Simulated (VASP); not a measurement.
# MnO (Pm-3m) in VASP: further runs

MnO is run at these levels: PBEsol-based global hybrid with 25 % exact exchange, HSE06; tasks: single point.

All numbers are computed with VASP 6.6.1; they aren't measurements. Logs are shortened: lines on timing, memory, paths and dates and some standing lists are left out, and cuts for length are marked.

## Step 1: The cell of the first run

It takes space group Pm-3m (No. 221, cubic). Conventional cell: a = 2.672 Å, b = 2.672 Å, c = 2.672 Å, α = 90.00°, β = 90.00°, γ = 90.00°. Mn (site symmetry m-3m) has 8 O at 2.31 Å and 6 Mn at 2.67 Å within 3.1 Å. Within 3.1 Å of O (site symmetry m-3m) lie 8 Mn at 2.31 Å and 6 O at 2.67 Å.

## Step 2: Single point, PBEsol-based global hybrid with 25 % exact exchange, collinear spin, ferromagnetic start

The input, POSCAR:

```
MnO
1.0
    2.6723886600      0.0000000000      0.0000000000
    0.0000000000      2.6723886600      0.0000000000
    0.0000000000      0.0000000000      2.6723886600
Mn O
1 1
Direct
    0.0000000000      0.0000000000      0.0000000000
    0.5000000000      0.5000000000      0.5000000000
```

The input, INCAR.step1:

```
ALGO = Normal ; EDIFF = 1E-5
ENCUT = 520 ; GGA = PE
GGA_COMPAT = False ; ISIF = 2
ISMEAR = -1 ; ISPIN = 2
LASPH = True ; LCHARG = False
LMAXMIX = 4 ; LORBIT = 11
LREAL = False ; LWAVE = True
MAGMOM = 4 0 ; NBANDS = 20
NELM = 200 ; PREC = Accurate
SIGMA = 0.05
```

The input, INCAR.step2:

```
AEXX = 0.25 ; ALGO = Normal
EDIFF = 1E-6 ; ENCUT = 520
GGA = PS ; GGA_COMPAT = False
ISIF = 2 ; ISMEAR = -1
ISPIN = 2 ; ISTART = 1
LASPH = True ; LCHARG = False
LHFCALC = True ; LMAXMIX = 4
LORBIT = 11 ; LREAL = False
LWAVE = False ; MAGMOM = 4 0
NBANDS = 20 ; NELM = 200
PREC = Accurate ; PRECFOCK = Normal
SIGMA = 0.05
```

The input, KPOINTS:

```
k-points
0
Gamma
  5 5 5
```

Potentials or basis: VASP PAW PBE potentials, release 64 (Mn_pv, O).

Launch:

```console
$ cat potpaw_PBE.64/Mn_pv/POTCAR potpaw_PBE.64/O/POTCAR > POTCAR
$ cp INCAR.step1 INCAR
$ mpirun -np 1 vasp_std > vasp.out
$ cp INCAR.step2 INCAR
$ mpirun -np 1 vasp_std > vasp.out
```

OUTCAR:

```text
AEXX = 0.25
   EDIFF = 1E-6
   ENCUT = 520
   GGA = PS
   ISIF = 2
   ISMEAR = -1
   ISPIN = 2
   ISTART = 1
   LASPH = True
   LHFCALC = True
   LORBIT = 11
   LREAL = False
   NELM = 200
   PREC = Accurate
   PRECFOCK = Normal

 ion  position               nearest neighbor table
   1  0.000  0.000  0.000-   2 2.31   2 2.31   2 2.31   2 2.31   2 2.31   2 2.31   2 2.31   2 2.31

   2  0.500  0.500  0.500-   1 2.31   1 2.31   1 2.31   1 2.31   1 2.31   1 2.31   1 2.31   1 2.31

  LATTYP: Found a simple cubic cell.
 ALAT       =     2.6723886600

  Lattice vectors:

 A1 = (   2.6723886600,   0.0000000000,   0.0000000000)
 A2 = (   0.0000000000,   2.6723886600,   0.0000000000)
 A3 = (   0.0000000000,   0.0000000000,   2.6723886600)

Analysis of symmetry for initial positions (statically):
=====================================================================
 Subroutine PRICEL returns:
 Original cell was already a primitive cell.

 Routine SETGRP: Setting up the symmetry group for a
 simple cubic supercell.

 Subroutine GETGRP returns: Found 48 space group operations
 (whereof 48 operations were pure point group operations)
 out of a pool of 48 trial point group operations.

The static configuration has the point symmetry O_h .

Analysis of symmetry for dynamics (positions and initial velocities):
=====================================================================
 Subroutine PRICEL returns:
 Original cell was already a primitive cell.

 Routine SETGRP: Setting up the symmetry group for a
 simple cubic supercell.

 Subroutine GETGRP returns: Found 48 space group operations
 (whereof 48 operations were pure point group operations)
 out of a pool of 48 trial point group operations.

The dynamic configuration has the point symmetry O_h .

Analysis of structural, dynamic, and magnetic symmetry:
=====================================================================
 Subroutine PRICEL returns:
 Original cell was already a primitive cell.

 Routine SETGRP: Setting up the symmetry group for a
 simple cubic supercell.

 Subroutine GETGRP returns: Found 48 space group operations
 (whereof 48 operations were pure point group operations)
 out of a pool of 48 trial point group operations.

The overall configuration has the point symmetry O_h .

 Subroutine INISYM returns: Found 48 space group operations
 (whereof 48 operations are pure point group operations),
 and found     1 'primitive' translations

----------------------------------------------------------------------------------------

                                     Primitive cell

  volume of cell :      19.0853

  direct lattice vectors                    reciprocal lattice vectors
     2.672388660  0.000000000  0.000000000     0.374197068  0.000000000  0.000000000
     0.000000000  2.672388660  0.000000000     0.000000000  0.374197068  0.000000000
     0.000000000  0.000000000  2.672388660     0.000000000  0.000000000  0.374197068

  length of vectors
     2.672388660  2.672388660  2.672388660     0.374197068  0.374197068  0.374197068

  position of ions in fractional coordinates (direct lattice)
     0.000000000  0.000000000  0.000000000
     0.500000000  0.500000000  0.500000000

  ion indices of the primitive-cell ions
   primitive index   ion index
                 1           1
                 2           2

----------------------------------------------------------------------------------------

 KPOINTS: k-points

Automatic generation of k-mesh.
 Grid dimensions read from file:
 generate k-points for:    5    5    5

 Generating k-lattice:

  Cartesian coordinates                     Fractional coordinates (reciprocal lattice)
     0.074839414  0.000000000  0.000000000     0.200000000  0.000000000  0.000000000
     0.000000000  0.074839414  0.000000000     0.000000000  0.200000000  0.000000000
     0.000000000  0.000000000  0.074839414     0.000000000  0.000000000  0.200000000

  Length of vectors
     0.074839414  0.074839414  0.074839414

  Shift w.r.t. Gamma in fractional coordinates (k-lattice)
     0.000000000  0.000000000  0.000000000

 Subroutine IBZKPT returns following result:
 ===========================================

 Found     10 irreducible k-points:

 Following reciprocal coordinates:
            Coordinates               Weight
  0.000000  0.000000  0.000000      1.000000
  0.200000  0.000000  0.000000      6.000000
  0.400000  0.000000  0.000000      6.000000
  0.200000  0.200000  0.000000     12.000000
  0.400000  0.200000  0.000000     24.000000
  0.400000  0.400000  0.000000     12.000000
  0.200000  0.200000  0.200000      8.000000
  0.400000  0.200000  0.200000     24.000000
  0.400000  0.400000  0.200000     24.000000
  0.400000  0.400000  0.400000      8.000000
   k-points           NKPTS =     10   k-points in BZ     NKDIM =    125   number of bands    NBANDS=     20
   number of dos      NEDOS =    301   number of ions     NIONS =      2
   total plane-waves  NPLWV =   8000
   dimension x,y,z NGX =    20 NGY =   20 NGZ =   20
   dimension x,y,z NGXF=    40 NGYF=   40 NGZF=   40
   ions per type =               1   1
   NGX,Y,Z   is equivalent  to a cutoff of  12.44, 12.44, 12.44 a.u.
   NGXF,Y,Z  is equivalent  to a cutoff of  24.88, 24.88, 24.88 a.u.
 SYSTEM =  unknown system
   PREC   = accura    normal or accurate (medium, high low for compatibility)
   ISTART =      1    job   : 0-new  1-cont  2-samecut
   ICHARG =      0    charge: 1-file 2-atom 10-const
   ISPIN  =      2    spin polarized calculation?
   LNONCOLLINEAR =      F non collinear calculations
   LSORBIT =      F    spin-orbit coupling
   LASPH  =      T    aspherical Exc in radial PAW
   ENCUT  =  520.0 eV  38.22 Ry    6.18 a.u.   4.97  4.97  4.97*2*pi/ulx,y,z
   NELM   =    200;   NELMIN=  2; NELMDL=  0     # of ELM steps
   EDIFF  = 0.1E-05   stopping-criterion for ELM
   LREAL  =      F    real-space projection
   EDIFFG = 0.1E-04   stopping-criterion for IOM
   NSW    =      0    number of steps for IOM
   IBRION =     -1    ionic relax: 0-MD 1-quasi-New 2-CG
   NFREE  =      0    steps in history (QN), initial steepest desc. (CG)
   ISIF   =      2    stress and relaxation
   ISYM   =      3    0-nonsym 1-usesym 2-fastsym
   POTIM  = 0.5000    time-step for ionic-motion
   TEBEG  =    0.0;   TEEND  =   0.0 temperature during run
   PSTRESS=    0.0 pullay stress
   NELECT =      19.0000    total number of electrons
   NUPDOWN=      -1.0000    fix difference up-down
   EMIN   =  10.00;   EMAX   =-10.00  energy-range for DOS
   EFERMI =   0.00;   METHOD = LEGACY
   ISMEAR =    -1;   SIGMA  =   0.05  broadening in eV -4-tet -1-fermi 0-gaus
   EFERMI_NEDOS =   21; number of points for ismear=-14 and -15
   IALGO  =     38    algorithm
   IMIX   =      1    mixing-type and parameters
     AMIX     =   0.40;   BMIX     =  1.00
     AMIX_MAG =   1.60;   BMIX_MAG =  1.00
  volume/ion in A,a.u.               =       9.54        64.40
  Fermi-wavevector in a.u.,A,eV,Ry     =   1.634656  3.089052 36.356137  2.672101
  Thomas-Fermi vector in A             =   2.726259
   LORBIT       =     11    0 simple, 1 ext, 2 COOP (PROOUT), +10 PAW based schemes
   GGA     = PS    functional components
   LHFCALC =     T    Hartree Fock is set to
   PRECFOCK=normal    Normal, Fast or Accurate (Low or Medium for compatibility)
   ENCUT4O =  -1.0   cutoff for four orbital integrals eV
   NKREDX  =     1    reduce k-point grid by
   NKREDY  =     1    reduce k-point grid by
   NKREDZ  =     1    reduce k-point grid by
   AEXX    =    0.2500 exact exchange contribution
   HFSCREEN=    0.0000 screening length (either q_TF or 0.3 A-1)
   HFSCREENC=   0.0000 screening length for correlation (either q_TF or 0.3 A-1)
   ENCUTFOCK=  -1.0 apply spherical cutoff to Coloumb kernel
   IVDW    =     0    specifies the selected vdW correction
   LEPSILON=     F    determine dielectric tensor
   LRPA    =     F    only Hartree local field effects (RPA)
 spin polarized calculation
  energy-cutoff  :      520.00
  volume of cell :       19.09
 maximum number of plane-waves:       521
 NGX is ok and might be reduce to    20
  NGX = 16; NGY = 16; NGZ = 16

 number of electron      19.0000027 magnetization       4.9987845

 Free energy of the ion-electron system (eV)
  ---------------------------------------------------
  ext. energy  EPLUGINS =         0.00000000
  ---------------------------------------------------
  free energy    TOTEN  =       -24.86176593 eV

  energy without entropy =      -24.86176593  energy(sigma->0) =      -24.86176593

 E-fermi :   7.7381     XC(G=0): -10.1500

 val. band max:        6.6807839194   @ k =   0.4000   0.0000   0.0000
 cond. band min:       9.4417104121   @ k =   0.0000   0.0000   0.0000
 fundamental gap:      2.7609264927
 Fermi energy:         7.7381353906

 spin component 1

 k-point     1 :       0.0000    0.0000    0.0000
  band No.  band energies     occupation
      1     -46.7911      1.00000
      2     -46.7911      1.00000
      3     -46.7911      1.00000
      4     -14.6740      1.00000
      5       1.2721      1.00000
      6       1.2721      1.00000
[... 12 lines left out ...]
     19      38.4021      0.00000
[... 190 lines left out ...]
      3     -46.9357      1.00000
      4     -12.1413      1.00000
      5      -0.9369      1.00000
      6      -0.9369      1.00000
[... 12 lines left out ...]
     19      30.5405      0.00000
     20      43.1859      0.00000
 Fermi energy:         7.7381353906

 spin component 2

 k-point     1 :       0.0000    0.0000    0.0000
  band No.  band energies     occupation
      1     -40.1030      1.00000
      2     -40.1030      1.00000
      3     -40.1030      1.00000
      4     -14.0078      1.00000
      5       4.9423      1.00000
      6       4.9423      1.00000
[... 12 lines left out ...]
     19      39.4639      0.00000
[... 191 lines left out ...]
      4     -11.4620      1.00000
      5       1.2470      1.00000
      6       1.2470      1.00000
[... 12 lines left out ...]
     19      32.5294      0.00000
     20      43.7782      0.00000

------------------------ aborting loop because EDIFF is reached ----------------------------------------

  FORCE on cell =-STRESS in cart. coord.  units (eV):
  Direction    XX          YY          ZZ          XY          YZ          ZX
  --------------------------------------------------------------------------------------
  -------------------------------------------------------------------------------------
  Total        1.3274194      1.3274194      1.3274194     -0.0000000     -0.0000000      0.0000000
  in kB      111.4345521    111.4345521    111.4345521     -0.0000000     -0.0000000      0.0000000
  external PRESSURE =     111.4345521 kB  Pullay stress =       0.0000000 kB

 VOLUME and BASIS-vectors are now :
 -----------------------------------------------------------------------------
  energy-cutoff  :      520.00
  volume of cell :       19.09
      direct lattice vectors                 reciprocal lattice vectors
     2.672388660  0.000000000  0.000000000     0.374197068  0.000000000  0.000000000
     0.000000000  2.672388660  0.000000000     0.000000000  0.374197068  0.000000000
     0.000000000  0.000000000  2.672388660     0.000000000  0.000000000  0.374197068

 POSITION                                       TOTAL-FORCE (eV/Angst)
 -----------------------------------------------------------------------------------
      0.00000      0.00000      0.00000         0.000000      0.000000      0.000000
      1.33619      1.33619      1.33619         0.000000      0.000000      0.000000
 -----------------------------------------------------------------------------------
    total drift:                               -0.000000      0.000000     -0.000000

  FREE ENERGIE OF THE ION-ELECTRON SYSTEM (eV)
  ---------------------------------------------------
  free  energy   TOTEN  =       -24.8617659267 eV

  energy  without entropy=      -24.8617659266  energy(sigma->0) =      -24.86176593

 total charge

# of ion       s       p       d       tot
------------------------------------------
    1        0.210   6.196   4.967  11.373
    2        1.561   3.467   0.000   5.028
--------------------------------------------------
tot          1.771   9.663   4.967  16.400

 magnetization (x)

# of ion       s       p       d       tot
------------------------------------------
    1        0.025   0.033   4.514   4.571
    2        0.026   0.200   0.000   0.227
--------------------------------------------------
tot          0.051   0.233   4.514   4.798
```

Wall time 30 min (1 thread of AMD EPYC 7R43 (Zen 3), shared host); peak memory 0.1 GiB.

What came out:

```yaml
Free_energy: -24.8618 eV
Pressure: 11.1 GPa
Band_gap_on_the_k_mesh: 2.76 eV (least direct gap 3.79 eV)
Net_moment: 5.00 μB per cell
Site_moments: Mn +4.57; O +0.23 μB
Valence_electrons_inside_the_program's_atomic_spheres: Mn 11.37; O 5.03
```

Caveat: the k points lie up to 0.47 Å⁻¹ apart; the PAW data sets were made with another functional, which shifts forces and pressure a little; an odd mesh through Γ misses points on the zone boundary, where band edges can lie; a cell with one magnetic atom can't hold antiferromagnetic order, which such compounds often take.

(Part 1 of 2 ends here.)
